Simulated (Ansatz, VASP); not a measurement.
## AlGaN2 in VASP and in Ansatz

```
CELL_PARAMETERS angstrom
3.04266 0.00000 0.00000
0.00000 3.04266 0.00000
0.00000 0.00000 4.71405
ATOMIC_POSITIONS crystal
Al 0.50000 0.50000 0.50000
Ga 0.00000 0.00000 0.00000
N 0.50000 0.00000 0.73826
N 0.00000 0.50000 0.26174
```

Alike in both runs: task single point; functional r2SCAN; k mesh 8 × 8 × 6; occupations gaussian, width 0.05 eV; no spin polarisation.

|  | VASP | Ansatz |
| --- | --- | --- |
| version | VASP 6.6.1 | Ansatz 0.2.0 |
| potentials or method | VASP PAW PBE potentials, release 64 (Al, Ga_d, N), cutoff 520 eV | scalar-relativistic, plane waves, PAW |
| valence electrons in the cell | 26 | 26 |

```tsv
	VASP	Ansatz	Ansatz less VASP
gap on the k mesh at the Fermi level (eV)	3.15	3.14	-0.009
least direct gap on the mesh (eV)	3.15	3.14	-0.009
pressure (GPa)	-0.5	-0.9	-0.33
traceless stress, the component that is largest in VASP (GPa)	-11.12	-11.15	-0.028
rms of the force components (eV/Å)	0.063	0.102	+0.0386
```

VASP's potentials were made for PBE, not for r2SCAN. Atom by atom the forces differ by 0.039 eV/Å (rms over components).
